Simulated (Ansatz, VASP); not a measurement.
# One calculation of Re, two programs

```
CELL_PARAMETERS angstrom
2.78130 0.00000 0.00000
-1.39065 2.40867 0.00000
0.00000 0.00000 8.93626
ATOMIC_POSITIONS crystal
Re 0.00000 0.00000 0.87753
Re 0.00000 0.00000 0.37753
Re 0.33333 0.66667 0.12747
Re 0.66667 0.33333 0.62747
```

Alike in both runs: functional PBE; k mesh 6 × 6 × 2; occupations gaussian, width 0.1 eV; no spin polarisation.

Ansatz relaxed the structure, and its values are those at the end. VASP's run is a single point on that final structure, the one shown.

```csv
,VASP,Ansatz
version,VASP 6.6.1,Ansatz 0.2.0
potentials or method,"VASP PAW PBE potentials, release 64 (Re), cutoff 520 eV","scalar-relativistic, plane waves, PAW"
valence electrons in the cell,28,60
```

VASP gave:

```
gap on the k mesh at the Fermi level (eV) : none
pressure (GPa)                            : -0.7
rms of the force components (eV/Å)        : 0.003
```

Estimate Ansatz's values.

gap on the k mesh at the Fermi level (eV): none; pressure (GPa): -0.1; rms of the force components (eV/Å): 0.003.

A gap of «none» marks a metal or a gap that the smearing closes. VASP's potentials hold 28 valence electrons a cell and Ansatz's 60, so a difference there can come from the potentials and not from the codes.

The k mesh is coarse, so the values compare programs but aren't converged. Spin-orbit coupling is off throughout.
